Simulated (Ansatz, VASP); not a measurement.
**Two plane-wave programs on TiB2**

The input INCAR:

```
SYSTEM = TiB2
PREC = Accurate
ENCUT = 500
EDIFF = 1E-6
ISMEAR = -1
SIGMA = 0.15
LREAL = .FALSE.
LASPH = .TRUE.
NELM = 120
ALGO = Normal
ISIF = 2
LWAVE = .FALSE.
LCHARG = .FALSE.
GGA = PE
NBANDS = 16
GGA_COMPAT = .FALSE.
```

The input KPOINTS:

```
Automatic mesh
0
G
  9 9 7
  0 0 0
```

File POSCAR:

```
TiB2
1.0
    3.0292000000      0.0000000000      0.0000000000
   -1.5146000000      2.6233641531      0.0000000000
    0.0000000000      0.0000000000      3.2284000000
Ti B
1 2
Direct
    0.0000000000      0.0000000000      0.0000000000
    0.3333333333      0.6666666667      0.5000000000
    0.6666666667      0.3333333333      0.5000000000
```

Input for Ansatz:

```yaml
crystal:
  lattice:
    a: 3.0292
    b: 3.0292
    c: 3.2284
    alpha: 90.0
    beta: 90.0
    gamma: 120.0
  space_group: 191
  atoms:
    - { symbol: Ti, position: [0.0, 0.0, 0.0] }
    - { symbol: B, position: [0.3333333333333333, 0.6666666666666666, 0.5] }
kpoints:
  mp_grid:
    grid: [9, 9, 7]
    shift: [0.0, 0.0, 0.0]
hamiltonian:
  xc: pbe
  pseudopotentials:
    kind: paw
scf:
  convergence:
    dr2_threshold: 1.0e-05
  occupations:
    method: fermi_dirac
    width: 0.15
output:
  forces: true
  stress: true
  eigenvalues: true
```

Alike in both runs: task single point; functional PBE; k mesh 9 × 9 × 7; occupations fermi-dirac, width 0.15 eV; no spin polarisation.

|  | VASP | Ansatz |
| --- | --- | --- |
| version | VASP 6.6.1 | Ansatz 0.2.0 |
| potentials or method | VASP PAW PBE potentials, release 64 (Ti_sv, B) | plane waves, PAW |
| plane-wave cutoff (eV) | 500 | 420 |
| valence electrons in the cell | 18 | 18 |

|  | VASP | Ansatz | Ansatz less VASP |
| --- | --- | --- | --- |
| gap on the k mesh at the Fermi level (eV) | none | none | - |
| pressure (GPa) | 0.6 | 0.4 | -0.20 |
| traceless stress, the component that is largest in VASP (GPa) | -0.95 | -0.97 | -0.028 |

A gap of «none» marks a metal or a gap that the smearing closes. The functional is the same, so the differences come from potentials, cutoffs and numerics. Ansatz's warnings: force scf threshold loose, stress scf threshold loose.
